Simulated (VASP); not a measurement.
MgRuO, 3 atoms in the cell. It takes space group P4/mmm (No. 123, tetragonal). Conventional cell: a = 3.081 Å, b = 3.081 Å, c = 4.060 Å, α = 90.00°, β = 90.00°, γ = 90.00°. Within 2.7 Å of Mg (site symmetry 4/mmm) lie 2 O at 2.03 Å. Ru (site symmetry 4/mmm) has 4 O at 2.18 Å and 8 Mg at 2.98 Å and 4 Ru at 3.08 Å within 3.1 Å. Within 2.7 Å of O (site symmetry 4/mmm) lie 2 Mg at 2.03 Å and 4 Ru at 2.18 Å. The cell was generated, and may not be a known phase.

- Program: VASP 6.6.1
- Task: single point
- Functional: PBE
- Potentials or basis: VASP PAW PBE potentials, release 64 (Mg, Ru_pv, O)
- Cutoff: 520 eV
- k mesh: 6 × 6 × 4
- Occupations: gaussian, width 0.1 eV
- Spin: collinear spin, ferromagnetic start
- Starting moments: [0.0, 0.63, 0.0] μB
- Dipole correction: no
- Further INCAR settings: ALGO = Normal; EDIFF = 1e-06; NBANDS = 22

Potentials or basis: VASP PAW PBE potentials, release 64 (Mg, Ru_pv, O).

Run with:

```console
$ cat potpaw_PBE.64/Mg/POTCAR potpaw_PBE.64/Ru_pv/POTCAR potpaw_PBE.64/O/POTCAR > POTCAR
$ mpirun -np 1 vasp_std > vasp.out
```

Hardware: 1 thread of Intel Xeon 8259CL, with other jobs on the host.

Question: How long does it take, and how much memory?

Answer: Wall time 77 s on 1 thread of Intel Xeon 8259CL (shared host), peak memory 0.19 GiB. Counts: scf iterations 14, k points 30.
